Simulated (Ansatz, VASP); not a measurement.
# TaN in VASP and in Ansatz

The input INCAR:

```
PREC     = Accurate       # precision mode
ENCUT    = 520            # plane-wave cutoff, eV
EDIFF    = 1E-6           # SCF threshold, eV
ISMEAR   = 0              # smearing method
SIGMA    = 0.15           # smearing width, eV
LREAL    = False          # projectors in reciprocal space
LASPH    = True           # aspherical terms in the spheres
NELM     = 100            # most SCF steps
ALGO     = Normal         # electronic algorithm
ISIF     = 2              # what is computed and relaxed
LWAVE    = False          # write WAVECAR
LCHARG   = True           # write CHGCAR
GGA      = PE             # functional
LELF     = True           # ELF
LVHAR    = True         
NBANDS   = 24             # bands
```

KPOINTS

```
Automatic mesh
0
Gamma
  18 18 8
```

Contents of POSCAR:

```
TaN
1.0
    3.0655238062      0.0000000000      0.0000000000
   -1.5327619031      2.6548214920      0.0000000000
    0.0000000000      0.0000000000      5.9353055006
Ta N
2 2
Direct
    0.3333333333      0.6666666667      0.0304880884
    0.6666666667      0.3333333333      0.5304880884
    0.3333333333      0.6666666667      0.3545119116
    0.6666666667      0.3333333333      0.8545119116
```

Input for Ansatz:

```yaml
crystal:
  lattice:
    - [3.0655238062, 0.0, 0.0]
    - [-1.5327619031, 2.654821492, 0.0]
    - [0.0, 0.0, 5.9353055006]
  atoms:
    - { symbol: Ta, position: [0.3333333333, 0.6666666667, 0.0304880884] }
    - { symbol: Ta, position: [0.6666666667, 0.3333333333, 0.5304880884] }
    - { symbol: "N", position: [0.3333333333, 0.6666666667, 0.3545119116] }
    - { symbol: "N", position: [0.6666666667, 0.3333333333, 0.8545119116] }
basis:
  ecutwfc: 520.0
kpoints:
  mp_grid: { grid: [18, 18, 8] }
hamiltonian:
  xc: pbe
  pseudopotentials: { kind: paw, azcp: { folder: soft_1 } }
scf:
  occupations: { method: gaussian, width: 0.15 }
output:
  forces: true
  stress: true
  eigenvalues: true
```

Alike in both runs: task single point; functional PBE; k mesh 18 × 18 × 8; occupations gaussian, width 0.15 eV; no spin polarisation.

```csv
,VASP,Ansatz
version,VASP 6.6.1,Ansatz 0.2.0
potentials or method,"VASP PAW PBE potentials, release 64 (Ta_pv, N), cutoff 520 eV","scalar-relativistic, plane waves, PAW"
valence electrons in the cell,32,36
```

Ansatz gave:

| Item | Value |
| --- | --- |
| gap on the k mesh at the Fermi level (eV) | none |
| pressure (GPa) | 25.5 |
| traceless stress, the component that is largest in VASP (GPa) | 6.03 |
| rms of the force components (eV/Å) | 0.069 |

Task: Estimate VASP's values.

Result: gap on the k mesh at the Fermi level (eV): none; pressure (GPa): 26.4; traceless stress, the component that is largest in VASP (GPa): 6.61; rms of the force components (eV/Å): 0.087.

Atom by atom the forces differ by 0.018 eV/Å (rms over components). A gap of «none» marks a metal or a gap that the smearing closes. VASP's potentials hold 32 valence electrons a cell and Ansatz's 36, so a difference there can come from the potentials and not from the codes.

Neither program's run includes spin-orbit coupling.
